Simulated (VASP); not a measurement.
# GdN (Fm-3m) in VASP: notebook

GdN is run at these levels: PBEsol+U; tasks: single point.

Everything below comes from runs of VASP 6.6.1. Logs are shortened: lines on timing, memory, paths and dates and some standing lists are left out, and cuts for length are marked.

### Step 1. The cell of the first run

The structure is cubic, space group Fm-3m (No. 225). The conventional cell has a = 4.909 Å, b = 4.909 Å, c = 4.909 Å, α = 90.00°, β = 90.00°, γ = 90.00°. Gd (site symmetry m-3m) has 6 N at 2.45 Å within 3.2 Å. N (site symmetry m-3m) has 6 Gd at 2.45 Å within 3.2 Å.

### Step 2. Single point, PBEsol+U, collinear spin, ferrimagnetic start (volume scaled by 0.98)

Input file INCAR:

```
SYSTEM = GdN
ALGO = Normal
EDIFF = 1E-6
ENCUT = 520
GGA = PS
ISIF = 2
ISMEAR = 0
ISPIN = 2
LASPH = .TRUE.
LCHARG = .FALSE.
LDAU = .TRUE.
LDAUJ = 0 0
LDAUL = 3 -1
LDAUPRINT = 1
LDAUTYPE = 2
LDAUU = 6 0
LMAXMIX = 6
LORBIT = 11
LREAL = .FALSE.
LWAVE = .FALSE.
MAGMOM = 7.61 -0.16
NBANDS = 22
NELM = 150
PREC = Accurate
SIGMA = 0.05
```

Input file KPOINTS:

```
k-points
0
G
  8 8 8
  0 0 0
```

Input file POSCAR:

```
GdN
1.0
    0.0000000000      2.4544936924      2.4544936924
    2.4544936924      0.0000000000      2.4544936924
    2.4544936924      2.4544936924      0.0000000000
Gd N
1 1
Direct
    0.5000000000      0.5000000000      0.5000000000
    0.0000000000      0.0000000000      0.0000000000
```

Potentials or basis: VASP PAW PBE potentials, release 64 (Gd, N).

Command:

```
$ cat potpaw_PBE.64/Gd/POTCAR potpaw_PBE.64/N/POTCAR > POTCAR
$ mpirun -np 1 vasp_std > vasp.out
```

OUTCAR:

```text
SYSTEM = GdN
   EDIFF = 1E-6
   ENCUT = 520
   GGA = PS
   ISIF = 2
   ISMEAR = 0
   ISPIN = 2
   LASPH = .TRUE.
   LORBIT = 11
   LREAL = .FALSE.
   NELM = 150
   PREC = Accurate

 ion  position               nearest neighbor table
   1  0.500  0.500  0.500-   2 2.45   2 2.45   2 2.45   2 2.45   2 2.45   2 2.45
   2  0.000  0.000  0.000-   1 2.45   1 2.45   1 2.45   1 2.45   1 2.45   1 2.45

  LATTYP: Found a face centered cubic cell.
 ALAT       =     4.9089873848

  Lattice vectors:

 A1 = (   0.0000000000,   2.4544936924,   2.4544936924)
 A2 = (   2.4544936924,   0.0000000000,   2.4544936924)
 A3 = (   2.4544936924,   2.4544936924,   0.0000000000)

Analysis of symmetry for initial positions (statically):
=====================================================================
 Subroutine PRICEL returns:
 Original cell was already a primitive cell.

 Routine SETGRP: Setting up the symmetry group for a
 face centered cubic supercell.

 Subroutine GETGRP returns: Found 48 space group operations
 (whereof 48 operations were pure point group operations)
 out of a pool of 48 trial point group operations.

The static configuration has the point symmetry O_h .

Analysis of symmetry for dynamics (positions and initial velocities):
=====================================================================
 Subroutine PRICEL returns:
 Original cell was already a primitive cell.

 Routine SETGRP: Setting up the symmetry group for a
 face centered cubic supercell.

 Subroutine GETGRP returns: Found 48 space group operations
 (whereof 48 operations were pure point group operations)
 out of a pool of 48 trial point group operations.

The dynamic configuration has the point symmetry O_h .

Analysis of structural, dynamic, and magnetic symmetry:
=====================================================================
 Subroutine PRICEL returns:
 Original cell was already a primitive cell.

 Routine SETGRP: Setting up the symmetry group for a
 face centered cubic supercell.

 Subroutine GETGRP returns: Found 48 space group operations
 (whereof 48 operations were pure point group operations)
 out of a pool of 48 trial point group operations.

The overall configuration has the point symmetry O_h .

 Subroutine INISYM returns: Found 48 space group operations
 (whereof 48 operations are pure point group operations),
 and found     1 'primitive' translations

----------------------------------------------------------------------------------------

                                     Primitive cell

  volume of cell :      29.5744

  direct lattice vectors                    reciprocal lattice vectors
     0.000000000  2.454493692  2.454493692    -0.203708000  0.203708000  0.203708000
     2.454493692  0.000000000  2.454493692     0.203708000 -0.203708000  0.203708000
     2.454493692  2.454493692  0.000000000     0.203708000  0.203708000 -0.203708000

  length of vectors
     3.471178269  3.471178269  3.471178269     0.352832605  0.352832605  0.352832605

  position of ions in fractional coordinates (direct lattice)
     0.500000000  0.500000000  0.500000000
     0.000000000  0.000000000  0.000000000

  ion indices of the primitive-cell ions
   primitive index   ion index
                 1           1
                 2           2

----------------------------------------------------------------------------------------

 KPOINTS: k-points

Automatic generation of k-mesh.
 Grid dimensions read from file:
 generate k-points for:    8    8    8

 Generating k-lattice:

  Cartesian coordinates                     Fractional coordinates (reciprocal lattice)
[... 55 lines left out ...]
   LNONCOLLINEAR =      F non collinear calculations
   LSORBIT =      F    spin-orbit coupling
   LASPH  =      T    aspherical Exc in radial PAW
   ENCUT  =  520.0 eV  38.22 Ry    6.18 a.u.   6.45  6.45  6.45*2*pi/ulx,y,z
   NELM   =    150;   NELMIN=  2; NELMDL= -5     # of ELM steps
   EDIFF  = 0.1E-05   stopping-criterion for ELM
   LREAL  =      F    real-space projection
   EDIFFG = 0.1E-04   stopping-criterion for IOM
   NSW    =      0    number of steps for IOM
   IBRION =     -1    ionic relax: 0-MD 1-quasi-New 2-CG
   NFREE  =      0    steps in history (QN), initial steepest desc. (CG)
   ISIF   =      2    stress and relaxation
   ISYM   =      2    0-nonsym 1-usesym 2-fastsym
   POTIM  = 0.5000    time-step for ionic-motion
   TEBEG  =    0.0;   TEEND  =   0.0 temperature during run
   PSTRESS=    0.0 pullay stress
   NELECT =      23.0000    total number of electrons
   NUPDOWN=      -1.0000    fix difference up-down
   EMIN   =  10.00;   EMAX   =-10.00  energy-range for DOS
   EFERMI =   0.00;   METHOD = LEGACY
   ISMEAR =     0;   SIGMA  =   0.05  broadening in eV -4-tet -1-fermi 0-gaus
   EFERMI_NEDOS =   21; number of points for ismear=-14 and -15
   IALGO  =     38    algorithm
   IMIX   =      4    mixing-type and parameters
     AMIX     =   0.40;   BMIX     =  1.00
     AMIX_MAG =   1.60;   BMIX_MAG =  1.00
  volume/ion in A,a.u.               =      14.79        99.79
  Fermi-wavevector in a.u.,A,eV,Ry     =   1.505493  2.844970 30.837746  2.266510
  Thomas-Fermi vector in A             =   2.616335
   LORBIT       =     11    0 simple, 1 ext, 2 COOP (PROOUT), +10 PAW based schemes
 LDA+U is selected, type is set to LDAUTYPE =  2
   angular momentum for each species LDAUL =     3   -1
   U (eV)           for each species LDAUU =   6.0  0.0
   J (eV)           for each species LDAUJ =   0.0  0.0
   GGA     = PS    functional components
   LHFCALC =     F    Hartree Fock is set to
   AEXX    =    0.0000 exact exchange contribution
   IVDW    =     0    specifies the selected vdW correction
   LEPSILON=     F    determine dielectric tensor
   LRPA    =     F    only Hartree local field effects (RPA)
 spin polarized calculation
 Gauss-broadening in eV      SIGMA  =   0.05
  energy-cutoff  :      520.00
  volume of cell :       29.57
 maximum number of plane-waves:       821
 NGX is ok and might be reduce to    28
   NGX = 13   NGY = 13   NGZ = 13

atom =   1  type =  1  l = 3

 onsite density matrix

spin component  1

  0.9914 -0.0000  0.0011 -0.0000 -0.0000 -0.0000  0.0000
 -0.0000  0.9885  0.0000 -0.0000  0.0000  0.0000  0.0000
  0.0011  0.0000  0.9908  0.0000  0.0000 -0.0000  0.0000
 -0.0000 -0.0000  0.0000  0.9923  0.0000  0.0000  0.0000
 -0.0000  0.0000  0.0000  0.0000  0.9908  0.0000 -0.0011
 -0.0000  0.0000 -0.0000  0.0000  0.0000  0.9899 -0.0000
  0.0000  0.0000  0.0000  0.0000 -0.0011 -0.0000  0.9914

spin component  2

  0.0084  0.0000  0.0037  0.0000 -0.0000  0.0000  0.0000
  0.0000  0.0004 -0.0000  0.0000  0.0000 -0.0000 -0.0000
  0.0037 -0.0000  0.0065  0.0000  0.0000  0.0000  0.0000
  0.0000  0.0000  0.0000  0.0112 -0.0000  0.0000 -0.0000
 -0.0000  0.0000  0.0000 -0.0000  0.0065 -0.0000 -0.0037
  0.0000 -0.0000  0.0000  0.0000 -0.0000  0.0037  0.0000
  0.0000 -0.0000  0.0000 -0.0000 -0.0037  0.0000  0.0084

 occupancies and eigenvectors

  o =  0.0004  v =  0.0000  0.0000  0.0000  0.0000  0.0000  0.0000  0.0000 -0.0000  1.0000  0.0000 -0.0000  0.0000  0.0000 -0.0000      0.0000  0.0000  0.0000  0.0000  0.0000  0.0000  0.0000  0.0000  0.0000  0.0000  0.0000  0.0000  0.0000  0.0000
  o =  0.0037  v =  0.0000  0.0000  0.0000  0.0000  0.0000  0.0000  0.0000  0.0016 -0.0000 -0.0020  0.0000  0.7906  0.0002  0.6124      0.0000  0.0000  0.0000  0.0000  0.0000  0.0000  0.0000  0.0000  0.0000  0.0000  0.0000  0.0000  0.0000  0.0000
  o =  0.0037  v =  0.0000  0.0000  0.0000  0.0000  0.0000  0.0000  0.0000 -0.6124 -0.0000  0.7906  0.0000  0.0020 -0.0015  0.0016      0.0000  0.0000  0.0000  0.0000  0.0000  0.0000  0.0000  0.0000  0.0000  0.0000  0.0000  0.0000  0.0000  0.0000
  o =  0.0037  v =  0.0000  0.0000  0.0000  0.0000  0.0000  0.0000  0.0000  0.0009  0.0000 -0.0012  0.0000  0.0002 -1.0000  0.0001      0.0000  0.0000  0.0000  0.0000  0.0000  0.0000  0.0000  0.0000  0.0000  0.0000  0.0000  0.0000  0.0000  0.0000
  o =  0.0112  v =  0.0000  0.0000  0.0000  0.0000  0.0000  0.0000  0.0000 -0.0011  0.0000 -0.0009  0.0000 -0.6124  0.0000  0.7906      0.0000  0.0000  0.0000  0.0000  0.0000  0.0000  0.0000  0.0000  0.0000  0.0000  0.0000  0.0000  0.0000  0.0000
  o =  0.0112  v =  0.0000  0.0000  0.0000  0.0000  0.0000  0.0000  0.0000 -0.7906  0.0000 -0.6124  0.0004  0.0009 -0.0000 -0.0011      0.0000  0.0000  0.0000  0.0000  0.0000  0.0000  0.0000  0.0000  0.0000  0.0000  0.0000  0.0000  0.0000  0.0000
  o =  0.0112  v =  0.0000  0.0000  0.0000  0.0000  0.0000  0.0000  0.0000  0.0003 -0.0000  0.0002  1.0000  0.0000  0.0000 -0.0000      0.0000  0.0000  0.0000  0.0000  0.0000  0.0000  0.0000  0.0000  0.0000  0.0000  0.0000  0.0000  0.0000  0.0000
  o =  0.9885  v =  0.0000  1.0000 -0.0000  0.0000 -0.0000 -0.0000  0.0000  0.0000  0.0000  0.0000  0.0000  0.0000  0.0000  0.0000      0.0000  0.0000  0.0000  0.0000  0.0000  0.0000  0.0000  0.0000  0.0000  0.0000  0.0000  0.0000  0.0000  0.0000
  o =  0.9899  v = -0.0036  0.0000  0.0046  0.0000  0.0563  0.9974  0.0436  0.0000  0.0000  0.0000  0.0000  0.0000  0.0000  0.0000      0.0000  0.0000  0.0000  0.0000  0.0000  0.0000  0.0000  0.0000  0.0000  0.0000  0.0000  0.0000  0.0000  0.0000
  o =  0.9899  v = -0.6124  0.0000  0.7906 -0.0000 -0.0006 -0.0058 -0.0005  0.0000  0.0000  0.0000  0.0000  0.0000  0.0000  0.0000      0.0000  0.0000  0.0000  0.0000  0.0000  0.0000  0.0000  0.0000  0.0000  0.0000  0.0000  0.0000  0.0000  0.0000
  o =  0.9899  v = -0.0002 -0.0000  0.0003 -0.0000  0.7886 -0.0712  0.6108  0.0000  0.0000  0.0000  0.0000  0.0000  0.0000  0.0000      0.0000  0.0000  0.0000  0.0000  0.0000  0.0000  0.0000  0.0000  0.0000  0.0000  0.0000  0.0000  0.0000  0.0000
  o =  0.9923  v =  0.0000 -0.0000  0.0000  0.9994  0.0205 -0.0000 -0.0264  0.0000  0.0000  0.0000  0.0000  0.0000  0.0000  0.0000      0.0000  0.0000  0.0000  0.0000  0.0000  0.0000  0.0000  0.0000  0.0000  0.0000  0.0000  0.0000  0.0000  0.0000
  o =  0.9923  v =  0.7906  0.0000  0.6124 -0.0000 -0.0000 -0.0000  0.0000  0.0000  0.0000  0.0000  0.0000  0.0000  0.0000  0.0000      0.0000  0.0000  0.0000  0.0000  0.0000  0.0000  0.0000  0.0000  0.0000  0.0000  0.0000  0.0000  0.0000  0.0000
  o =  0.9923  v = -0.0000 -0.0000 -0.0000  0.0334 -0.6120 -0.0000  0.7901  0.0000  0.0000  0.0000  0.0000  0.0000  0.0000  0.0000      0.0000  0.0000  0.0000  0.0000  0.0000  0.0000  0.0000  0.0000  0.0000  0.0000  0.0000  0.0000  0.0000  0.0000

 number of electron      23.0000000 magnetization       6.9999754

 Free energy of the ion-electron system (eV)
  ---------------------------------------------------
  ext. energy  EPLUGINS =         0.00000000
  ---------------------------------------------------
  free energy    TOTEN  =       -23.63635134 eV

  energy without entropy =      -23.63589670  energy(sigma->0) =      -23.63612402

 E-fermi :   3.8114     XC(G=0): -12.0460

 val. band max:        3.7979383017   @ k =   0.1250   0.1250   0.0000
 cond. band min:       4.0408424303   @ k =   0.5000   0.5000   0.0000
 fundamental gap:      0.2429041287
 Fermi energy:         3.8113510549

 spin component 1

 k-point     1 :       0.0000    0.0000    0.0000
  band No.  band energies     occupation
      1     -39.5414      1.00000
      2     -16.4996      1.00000
      3     -16.4996      1.00000
      4     -16.4996      1.00000
      5      -9.0329      1.00000
      6      -2.1082      1.00000
[... 1193 lines left out ...]
     21      16.4448      0.00000
     22      17.3844      0.00000

 [... further k-points ...]
[... 5 lines left out ...]
  --------------------------------------------------------------------------------------
  -------------------------------------------------------------------------------------
  Total        0.7432759      0.7432759      0.7432759      0.0000000     -0.0000000      0.0000000
  in kB       40.2665908     40.2665908     40.2665908      0.0000000     -0.0000000      0.0000000
  external PRESSURE =      40.2665908 kB  Pullay stress =       0.0000000 kB

 VOLUME and BASIS-vectors are now :
 -----------------------------------------------------------------------------
  energy-cutoff  :      520.00
  volume of cell :       29.57
      direct lattice vectors                 reciprocal lattice vectors
     0.000000000  2.454493692  2.454493692    -0.203708000  0.203708000  0.203708000
     2.454493692  0.000000000  2.454493692     0.203708000 -0.203708000  0.203708000
     2.454493692  2.454493692  0.000000000     0.203708000  0.203708000 -0.203708000

 POSITION                                       TOTAL-FORCE (eV/Angst)
 -----------------------------------------------------------------------------------
      2.45449      2.45449      2.45449         0.000000      0.000000     -0.000000
      0.00000      0.00000      0.00000        -0.000000     -0.000000      0.000000
 -----------------------------------------------------------------------------------
    total drift:                                0.000000      0.000000      0.000000

  FREE ENERGIE OF THE ION-ELECTRON SYSTEM (eV)
  ---------------------------------------------------
  free  energy   TOTEN  =       -23.6363513416 eV

  energy  without entropy=      -23.6358966977  energy(sigma->0) =      -23.63612402

 total charge

# of ion       s       p       d       f       tot
--------------------------------------------------
    1        2.036   5.659   0.579   6.972  15.246
    2        1.246   2.394   0.000   0.000   3.640
--------------------------------------------------
tot          3.282   8.053   0.579   6.972  18.886

 magnetization (x)

# of ion       s       p       d       f       tot
--------------------------------------------------
    1       -0.004  -0.075   0.077   6.885   6.883
    2       -0.010  -0.113   0.000   0.000  -0.123
--------------------------------------------------
tot         -0.014  -0.187   0.077   6.885   6.760
```

Run time: 64 s. Hardware: 1 thread of Intel Xeon Platinum 8488C (Sapphire Rapids), shared host; peak memory 0.2 GiB.

Results:

| Quantity | Value |
| --- | --- |
| Free energy | -23.6364 eV |
| Pressure | 4.0 GPa |
| Band gap on the k mesh | zero (filled and empty bands overlap) |
| Net moment | 7.00 μB per cell |
| Site moments | Gd +6.88; N -0.12 μB |
| Valence electrons inside the program's atomic spheres | Gd 15.25; N 3.64 |

Eigenvalues of the final occupation matrices:
```csv
site,spin,trace,eigenvalues
site 1 f,1,6.94,0.99 0.99 0.99 0.99 0.99 0.99 0.99
site 1 f,2,0.05,0.00 0.00 0.00 0.00 0.01 0.01 0.01
```

Caveat: the PAW data sets were made with another functional, which shifts forces and pressure a little; spin-orbit coupling is left out, which moves the levels of the heavy elements; a cell with one magnetic atom can't hold antiferromagnetic order, which such compounds often take.

[end of part 1 of 2]
